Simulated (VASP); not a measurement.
# GaP (F-43m) in VASP: a series of runs

Runs on GaP. Level: LDA. Tasks: single point, relaxation of cell and atoms.

All numbers are computed with VASP 6.6.1; they aren't measurements. Logs are shortened: lines on timing, memory, paths and dates and some standing lists are left out, and cuts for length are marked.

### 1 The cell of the first run

It takes space group F-43m (No. 216, cubic). The conventional cell has a = 4.951 Å, b = 4.951 Å, c = 4.951 Å, α = 90.00°, β = 90.00°, γ = 90.00°. Within 2.8 Å of Ga (site symmetry -43m) lie 4 P at 2.14 Å. P (site symmetry -43m) has 4 Ga at 2.14 Å within 2.8 Å.

### 2 Single point, LDA

The input, INCAR:

```
  ALGO = Normal
  EDIFF = 1E-6
  ENCUT = 520
  GGA = CA
  ISIF = 2
  ISMEAR = 0
  LASPH = True
  LCHARG = False
  LREAL = False
  LWAVE = False
  NBANDS = 16
  NELM = 60
  PREC = Accurate
  SIGMA = 0.01
```

The input, KPOINTS:

```
k-points
0
Gamma
  10 10 10
```

The input, POSCAR:

```
GaP
1.0
    0.0000000000      2.4757240818      2.4757240818
    2.4757240818      0.0000000000      2.4757240818
    2.4757240818      2.4757240818      0.0000000000
Ga P
1 1
Direct
    0.0000000000      0.0000000000      0.0000000000
    0.7500000000      0.7500000000      0.7500000000
```

Potentials or basis: VASP PAW LDA potentials, release 64 (Ga_d, P).

On the command line:

```
cat potpaw_LDA.64/Ga_d/POTCAR potpaw_LDA.64/P/POTCAR > POTCAR
mpirun -np 1 vasp_std > vasp.out
```

OUTCAR:

```text
EDIFF = 1E-6
   ENCUT = 520
   GGA = CA
   ISIF = 2
   ISMEAR = 0
   LASPH = True
   LREAL = False
   NELM = 60
   PREC = Accurate

 ion  position               nearest neighbor table
   1  0.000  0.000  0.000-   2 2.14   2 2.14   2 2.14   2 2.14
   2  0.750  0.750  0.750-   1 2.14   1 2.14   1 2.14   1 2.14

  LATTYP: Found a face centered cubic cell.
 ALAT       =     4.9514481636

  Lattice vectors:

 A1 = (   0.0000000000,   2.4757240818,   2.4757240818)
 A2 = (   2.4757240818,   0.0000000000,   2.4757240818)
 A3 = (   2.4757240818,   2.4757240818,   0.0000000000)

Analysis of symmetry for initial positions (statically):
=====================================================================
 Subroutine PRICEL returns:
 Original cell was already a primitive cell.

 Routine SETGRP: Setting up the symmetry group for a
 face centered cubic supercell.

 Subroutine GETGRP returns: Found 24 space group operations
 (whereof 24 operations were pure point group operations)
 out of a pool of 48 trial point group operations.

The static configuration has the point symmetry T_d .

Analysis of symmetry for dynamics (positions and initial velocities):
=====================================================================
 Subroutine PRICEL returns:
 Original cell was already a primitive cell.

 Routine SETGRP: Setting up the symmetry group for a
 face centered cubic supercell.

 Subroutine GETGRP returns: Found 24 space group operations
 (whereof 24 operations were pure point group operations)
 out of a pool of 48 trial point group operations.

The dynamic configuration has the point symmetry T_d .

 Subroutine INISYM returns: Found 24 space group operations
 (whereof 24 operations are pure point group operations),
 and found     1 'primitive' translations

----------------------------------------------------------------------------------------

                                     Primitive cell

  volume of cell :      30.3485

  direct lattice vectors                    reciprocal lattice vectors
     0.000000000  2.475724082  2.475724082    -0.201961117  0.201961117  0.201961117
     2.475724082  0.000000000  2.475724082     0.201961117 -0.201961117  0.201961117
     2.475724082  2.475724082  0.000000000     0.201961117  0.201961117 -0.201961117

  length of vectors
     3.501202573  3.501202573  3.501202573     0.349806915  0.349806915  0.349806915

  position of ions in fractional coordinates (direct lattice)
     0.000000000  0.000000000  0.000000000
[... 73 lines left out ...]
   LNONCOLLINEAR =      F non collinear calculations
   LSORBIT =      F    spin-orbit coupling
   LASPH  =      T    aspherical Exc in radial PAW
   ENCUT  =  520.0 eV  38.22 Ry    6.18 a.u.   6.51  6.51  6.51*2*pi/ulx,y,z
   NELM   =     60;   NELMIN=  2; NELMDL= -5     # of ELM steps
   EDIFF  = 0.1E-05   stopping-criterion for ELM
   LREAL  =      F    real-space projection
   EDIFFG = 0.1E-04   stopping-criterion for IOM
   NSW    =      0    number of steps for IOM
   IBRION =     -1    ionic relax: 0-MD 1-quasi-New 2-CG
   NFREE  =      0    steps in history (QN), initial steepest desc. (CG)
   ISIF   =      2    stress and relaxation
   ISYM   =      2    0-nonsym 1-usesym 2-fastsym
   POTIM  = 0.5000    time-step for ionic-motion
   TEBEG  =    0.0;   TEEND  =   0.0 temperature during run
   PSTRESS=    0.0 pullay stress
   NELECT =      18.0000    total number of electrons
   NUPDOWN=      -1.0000    fix difference up-down
   EMIN   =  10.00;   EMAX   =-10.00  energy-range for DOS
   EFERMI =   0.00;   METHOD = LEGACY
   ISMEAR =     0;   SIGMA  =   0.01  broadening in eV -4-tet -1-fermi 0-gaus
   EFERMI_NEDOS =   21; number of points for ismear=-14 and -15
   IALGO  =     38    algorithm
   IMIX   =      4    mixing-type and parameters
     AMIX     =   0.40;   BMIX     =  1.00
     AMIX_MAG =   1.60;   BMIX_MAG =  1.00
  volume/ion in A,a.u.               =      15.17       102.40
  Fermi-wavevector in a.u.,A,eV,Ry     =   1.375477  2.599275 25.741376  1.891938
  Thomas-Fermi vector in A             =   2.500809
   LORBIT       =      0    0 simple, 1 ext, 2 COOP (PROOUT), +10 PAW based schemes
   GGA     = CA    functional components
   LHFCALC =     F    Hartree Fock is set to
   AEXX    =    0.0000 exact exchange contribution
   IVDW    =     0    specifies the selected vdW correction
   LEPSILON=     F    determine dielectric tensor
   LRPA    =     F    only Hartree local field effects (RPA)
 non-spin polarized calculation
 Gauss-broadening in eV      SIGMA  =   0.01
  energy-cutoff  :      520.00
  volume of cell :       30.35
 maximum number of plane-waves:       869
 NGX is ok and might be reduce to    28
   NGX = 13   NGY = 13   NGZ = 13

 number of electron      18.0000011 magnetization

 Free energy of the ion-electron system (eV)
  ---------------------------------------------------
  ext. energy  EPLUGINS =         0.00000000
  ---------------------------------------------------
  free energy    TOTEN  =        -9.56319950 eV

  energy without entropy =       -9.56319950  energy(sigma->0) =       -9.56319950

 E-fermi :   8.0677     XC(G=0): -11.5125

 val. band max:        7.9947980322   @ k =   0.0000   0.0000   0.0000
 cond. band min:       8.7677905939   @ k =   0.5000   0.5000   0.0000
 fundamental gap:      0.7729925617
 Fermi energy:         8.0677043970

 k-point     1 :       0.0000    0.0000    0.0000
  band No.  band energies     occupation
      1      -7.5962      2.00000
      2      -7.5962      2.00000
      3      -7.5962      2.00000
      4      -7.3754      2.00000
      5      -7.3754      2.00000
      6      -7.0921      2.00000
[... 433 lines left out ...]
      3      -7.4773      2.00000
      4      -7.4522      2.00000
      5      -7.3344      2.00000
      6      -4.2570      2.00000
[... 8 lines left out ...]
     15      20.5108      0.00000
     16      23.7700      0.00000

 [... further k-points ...]
[... 5 lines left out ...]
  --------------------------------------------------------------------------------------
  -------------------------------------------------------------------------------------
  Total        7.6055826      7.6055826      7.6055826      0.0000000      0.0000000      0.0000000
  in kB      401.5192282    401.5192282    401.5192282      0.0000000      0.0000000      0.0000000
  external PRESSURE =     401.5192282 kB  Pullay stress =       0.0000000 kB

 VOLUME and BASIS-vectors are now :
 -----------------------------------------------------------------------------
  energy-cutoff  :      520.00
  volume of cell :       30.35
      direct lattice vectors                 reciprocal lattice vectors
     0.000000000  2.475724082  2.475724082    -0.201961117  0.201961117  0.201961117
     2.475724082  0.000000000  2.475724082     0.201961117 -0.201961117  0.201961117
     2.475724082  2.475724082  0.000000000     0.201961117  0.201961117 -0.201961117

 POSITION                                       TOTAL-FORCE (eV/Angst)
 -----------------------------------------------------------------------------------
      0.00000      0.00000      0.00000         0.000000      0.000000      0.000000
      3.71359      3.71359      3.71359        -0.000000     -0.000000     -0.000000
 -----------------------------------------------------------------------------------
    total drift:                               -0.000002     -0.000002     -0.000002

  FREE ENERGIE OF THE ION-ELECTRON SYSTEM (eV)
  ---------------------------------------------------
  free  energy   TOTEN  =        -9.5631995024 eV

  energy  without entropy=       -9.5631995024  energy(sigma->0) =       -9.56319950
```

Wall time 28 s (1 thread of Intel Xeon Platinum 8375C at 2.90GHz (Ice Lake), shared host); peak memory 0.15 GiB.

What came out:

```
Free energy            : -9.5632 eV
Pressure               : 40.2 GPa
Band gap on the k mesh : 0.77 eV, indirect (least direct gap 3.56 eV)
```

Levels at points of the mesh, in eV from the valence-band top:
```
           k point  band 5  band 6  band 7  band 8  band 9  band 10  band 11  band 12  band 13  band 14
(0.00, 0.00, 0.00)  -15.37  -15.09    0.00    0.00    0.00     3.56     3.56     3.56     4.11     9.91
(0.50, 0.00, 0.00)  -15.35  -11.87   -8.72   -1.64   -1.64     2.40     4.39     4.39     8.35    12.52
(0.50, 0.50, 0.00)  -15.32  -10.56   -8.45   -3.90   -3.90     0.77     1.16    12.54    12.54    12.96
```

### 3 Single point, LDA

The input, INCAR:

```
SYSTEM = GaP
PREC = Accurate ; ENCUT = 520
EDIFF = 1E-7 ; ISMEAR = 0
SIGMA = 0.05 ; LREAL = .False.
LASPH = .True. ; NELM = 100
ALGO = Normal ; ISIF = 2
LWAVE = .False. ; LCHARG = .False.
GGA = CA ; NBANDS = 16
```

The input, KPOINTS:

```
Automatic mesh
0
Gamma
  10 10 10
  0 0 0
```

POSCAR is that of step 2.

Potentials or basis: VASP PAW LDA potentials, release 64 (Ga_d, P).

On the command line:

```
cat potpaw_LDA.64/Ga_d/POTCAR potpaw_LDA.64/P/POTCAR > POTCAR
mpirun -np 1 vasp_std > vasp.out
```

Run time: 30 s. Hardware: 1 thread of Intel Xeon Platinum 8375C at 2.90GHz (Ice Lake), shared host; peak memory 0.15 GiB.

The run converged. Its results:

* Free energy: -9.5632 eV
* Pressure: 40.2 GPa
* Band gap on the k mesh: 0.77 eV, indirect (least direct gap 3.56 eV)

Levels at points of the mesh, in eV from the valence-band top:
```tsv
k point	band 6	band 7	band 8	band 9	band 10	band 11	band 12	band 13
(0.00, 0.00, 0.00)	-15.09	0.00	0.00	0.00	3.56	3.56	3.56	4.11
(0.50, 0.00, 0.00)	-11.87	-8.72	-1.64	-1.64	2.40	4.39	4.39	8.34
(0.50, 0.50, 0.00)	-10.56	-8.45	-3.90	-3.90	0.77	1.16	12.54	12.54
```

### 4 Relaxation of cell and atoms, LDA, target pressure 50 GPa, at which the enthalpy is minimised

This run uses another cell than the first one, of 14.60 Å³/atom, 0.962 times its volume.

The input, INCAR:

```
  ALGO = Normal
  EDIFF = 1E-6
  EDIFFG = -0.001
  ENCUT = 600
  IBRION = 2
  ISIF = 3
  ISMEAR = 0
  LASPH = T
  LCHARG = F
  LREAL = F
  LWAVE = F
  NELM = 60
  NSW = 80
  PREC = Accurate
  PSTRESS = 500.0
  SIGMA = 0.01
```

The input, KPOINTS:

```
k-points
0
Gamma
  10 10 10
```

The input, POSCAR:

```
GaP
1.0
    0.0000000000      2.4440310980      2.4440310980
    2.4440310980      0.0000000000      2.4440310980
    2.4440310980      2.4440310980      0.0000000000
Ga P
1 1
Direct
    0.0000000000      0.0000000000      0.0000000000
    0.7500000000      0.7500000000      0.7500000000
```

Potentials or basis: VASP PAW LDA potentials, release 64 (Ga_d, P).

On the command line:

```
cat potpaw_LDA.64/Ga_d/POTCAR potpaw_LDA.64/P/POTCAR > POTCAR
mpirun -np 1 vasp_std > vasp.out
```

OUTCAR:

```text
EDIFF = 1E-6
   EDIFFG = -0.001
   ENCUT = 600
   IBRION = 2
   ISIF = 3
   ISMEAR = 0
   LASPH = T
   LREAL = F
   NELM = 60
   NSW = 80
   PREC = Accurate
   PSTRESS = 500.0

 ion  position               nearest neighbor table
   1  0.000  0.000  0.000-   2 2.12   2 2.12   2 2.12   2 2.12
   2  0.750  0.750  0.750-   1 2.12   1 2.12   1 2.12   1 2.12

  LATTYP: Found a face centered cubic cell.
 ALAT       =     4.8880621960

  Lattice vectors:

 A1 = (   0.0000000000,   2.4440310980,   2.4440310980)
 A2 = (   2.4440310980,   0.0000000000,   2.4440310980)
 A3 = (   2.4440310980,   2.4440310980,   0.0000000000)

Analysis of symmetry for initial positions (statically):
=====================================================================
[... 374 lines left out ...]

 E-fermi :   8.5997     XC(G=0): -11.7007

 val. band max:        8.5440499722   @ k =   0.0000   0.0000   0.0000
 cond. band min:       9.1972697528   @ k =   0.5000   0.5000   0.0000
 fundamental gap:      0.6532197806
 Fermi energy:         8.5997364796

 k-point     1 :       0.0000    0.0000    0.0000
  band No.  band energies     occupation
      1      -7.2355      2.00000
      2      -7.2355      2.00000
      3      -7.2355      2.00000
      4      -6.9925      2.00000
      5      -6.9925      2.00000
      6      -6.9509      2.00000
      7       8.5440      2.00000
      8       8.5440      2.00000
      9       8.5440      2.00000
     10      12.0396      0.00000
     11      12.0396      0.00000
     12      12.0396      0.00000
     13      12.9757      0.00000
[... 354 lines left out ...]
  band No.  band energies     occupation
      1      -7.4840      2.00000
      2      -7.1144      2.00000
      3      -7.1035      2.00000
      4      -7.0808      2.00000
      5      -6.9466      2.00000
      6      -3.9912      2.00000
      7       2.1390      2.00000
      8       4.5355      2.00000
      9       5.0738      2.00000
     10       9.8429      0.00000
     11      11.2188      0.00000
     12      17.5617      0.00000
     13      17.6481      0.00000

 [... further k-points ...]
[... 5 lines left out ...]
  --------------------------------------------------------------------------------------
  -------------------------------------------------------------------------------------
  Total        9.1160680      9.1160680      9.1160680      0.0000000      0.0000000      0.0000000
  in kB      499.9239993    499.9239993    499.9239993      0.0000000      0.0000000      0.0000000
  external PRESSURE =      -0.0760007 kB  Pullay stress =     500.0000000 kB
[... 21 lines left out ...]
  energy  without entropy=       -9.2452180079  energy(sigma->0) =       -9.24521801

  enthalpy is  TOTEN    =        -0.1277641123 eV   P V=        9.1174538956

 reached required accuracy - stopping structural energy minimisation
```

CONTCAR:

```text
GaP
   1.00000000000000
     0.0000000000000000    2.4445263300841891    2.4445263300841891
     2.4445263300841891    0.0000000000000000    2.4445263300841891
     2.4445263300841891    2.4445263300841891   -0.0000000000000000
  Ga              P
     1     1
Direct
     0.0000000000000000    0.0000000000000000    0.0000000000000000
     0.7500000000000000    0.7500000000000000    0.7500000000000000

  0.00000000E+00  0.00000000E+00  0.00000000E+00
  0.00000000E+00  0.00000000E+00  0.00000000E+00
```

It took 1.7 min on 1 thread of Intel Xeon Platinum 8375C at 2.90GHz (Ice Lake), shared host; peak memory 0.16 GiB.

Results:

```
Free energy                                            : -9.2452 eV
Relaxed volume                                         : 14.61 Å³/atom
Relaxed cell                                           : a = 3.457 Å, b = 3.457 Å, c = 3.457 Å, α = 60.00°, β = 60.00°, γ = 60.00°
Space group after relaxing (to 0.05 Å)                 : F-43m (No. 216)
Energy change on relaxing (the enthalpy is what falls) : -2.8 meV/atom
Ionic steps                                            : 18
Pressure after relaxing                                : 50.0 GPa
Band gap on the k mesh                                 : 0.65 eV, indirect (least direct gap 3.50 eV)
```

The path:
```
step  energy change (eV)  largest force (eV/Å)  pressure (GPa)  volume (Å³)
   1              0.0000                0.0000           50.15        29.20
   2             -0.0175                0.0000           49.49        29.25
   3             -0.0071                0.0000           50.03        29.22
   4             -0.0077                0.0000           49.94        29.22
   5             -0.0074                0.0000           49.92        29.22
   6              0.0014                0.0000           50.28        29.19
   7             -0.0053                0.0000           49.92        29.21
   8             -0.0039                0.0000           50.14        29.21
   9             -0.0048                0.0000           49.96        29.21
  10             -0.0043                0.0000           50.02        29.21
  11             -0.0045                0.0000           50.04        29.21
  12             -0.0046                0.0000           50.02        29.21
  13             -0.0047                0.0000           50.02        29.21
  14             -0.0062                0.0000           49.88        29.22
  15             -0.0049                0.0000           50.10        29.21
  16             -0.0055                0.0000           50.02        29.22
  17             -0.0056                0.0000           49.98        29.22
  18             -0.0055                0.0000           49.99        29.22
```

Final structure:
```cif
data_structure
_symmetry_space_group_name_H-M 'P 1'
_symmetry_Int_Tables_number 1
_cell_length_a 3.4571
_cell_length_b 3.4571
_cell_length_c 3.4571
_cell_angle_alpha 60.000
_cell_angle_beta 60.000
_cell_angle_gamma 60.000
_cell_volume 29.22
loop_
_atom_site_label
_atom_site_type_symbol
_atom_site_fract_x
_atom_site_fract_y
_atom_site_fract_z
_atom_site_occupancy
Ga1 Ga 0.00000 0.00000 0.00000 1
P1 P 0.75000 0.75000 0.75000 1
```

Caveat: the cell is relaxed towards a set pressure, so the enthalpy falls and the energy may rise. A k mesh can miss the band edges.

### 5 Relaxation of cell and atoms, LDA, target pressure 40 GPa, at which the enthalpy is minimised

The input, INCAR:

```
ALGO = Normal
EDIFF = 1E-7
EDIFFG = -0.001
ENCUT = 600
GGA = CA
IBRION = 2
ISIF = 3
ISMEAR = 0
LASPH = T
LCHARG = F
LREAL = F
LWAVE = F
NELM = 100
NSW = 80
PREC = Accurate
PSTRESS = 400.0
SIGMA = 0.01
```

KPOINTS is that of step 4.

The input, POSCAR:

```
GaP
1.0
    0.0000000000      2.4758061455      2.4758061455
    2.4758061455      0.0000000000      2.4758061455
    2.4758061455      2.4758061455      0.0000000000
Ga P
1 1
Direct
    0.0000000000      0.0000000000      0.0000000000
    0.7500000000      0.7500000000      0.7500000000
```

On the command line:

```
cat potpaw_LDA.64/Ga_d/POTCAR potpaw_LDA.64/P/POTCAR > POTCAR
mpirun -np 1 vasp_std > vasp.out
```

It took 59 s on 1 thread of Intel Xeon Platinum 8375C at 2.90GHz (Ice Lake), shared host; peak memory 0.16 GiB.

Results (log left out):

| Property | Result |
| --- | --- |
| Free energy | -9.5696 eV |
| Relaxed volume | 15.19 Å³/atom |
| Relaxed cell | a = 3.502 Å, b = 3.502 Å, c = 3.502 Å, α = 60.00°, β = 60.00°, γ = 60.00° |
| Space group after relaxing (to 0.05 Å) | F-43m (No. 216) |
| Energy change on relaxing (the enthalpy is what falls) | -2.7 meV/atom |
| Ionic steps | 6 |
| Pressure after relaxing | 40.0 GPa |
| Band gap on the k mesh | 0.78 eV, indirect (least direct gap 3.56 eV) |

Step by step:
```
step  energy change (eV)  largest force (eV/Å)  pressure (GPa)  volume (Å³)
   1              0.0000                0.0000           40.16        30.35
   2             -0.0167                0.0000           39.63        30.42
   3             -0.0051                0.0000           40.02        30.37
   4             -0.0056                0.0000           39.98        30.37
   5             -0.0053                0.0000           40.01        30.37
   6             -0.0054                0.0000           39.99        30.37
```

Final structure:
```
Ga P
1.0
     0.00000    2.47639    2.47639
     2.47639    0.00000    2.47639
     2.47639    2.47639    0.00000
Ga P
1 1
Direct
  0.00000 0.00000 0.00000
  0.75000 0.75000 0.75000
```

Levels at points of the mesh, in eV from the valence-band top:
| k point | band 7 | band 8 | band 9 | band 10 | band 11 | band 12 |
| --- | --- | --- | --- | --- | --- | --- |
| (0.00, 0.00, 0.00) | 0.00 | 0.00 | 0.00 | 3.56 | 3.56 | 3.56 |
| (0.50, 0.00, 0.00) | -8.71 | -1.64 | -1.64 | 2.39 | 4.39 | 4.39 |
| (0.50, 0.50, 0.00) | -8.44 | -3.90 | -3.90 | 0.78 | 1.16 | 12.54 |

Caveat: the cell is relaxed towards a set pressure, so the enthalpy falls and the energy may rise. A k mesh can miss the band edges.

### 6 Overview

```csv
task,cell,cutoff (eV),smearing,gap on the mesh (eV),pressure (GPa)
single point,"a = 3.501 Å, angles 60.0°, 2 atoms",520,gaussian 0.01 eV,0.77,40.2
single point,"a = 3.501 Å, angles 60.0°, 2 atoms",520,gaussian 0.05 eV,0.77,40.2
relaxation of cell and atoms,"relaxed to 50 GPa from a = 3.456 Å, angles 60.0°, 2 atoms",600,gaussian 0.01 eV,0.65,50.0
relaxation of cell and atoms,"relaxed to 40 GPa from a = 3.501 Å, angles 60.0°, 2 atoms",600,gaussian 0.01 eV,0.78,40.0
```

Alike in all rows: level LDA; potentials or basis VASP PAW LDA potentials, release 64 (Ga_d, P); no spin polarisation; k mesh 10 × 10 × 10.

Caveats: the cell is relaxed towards a set pressure, so the enthalpy falls and the energy may rise (some runs).

Absolute energies hang on the potentials; compare differences alone.
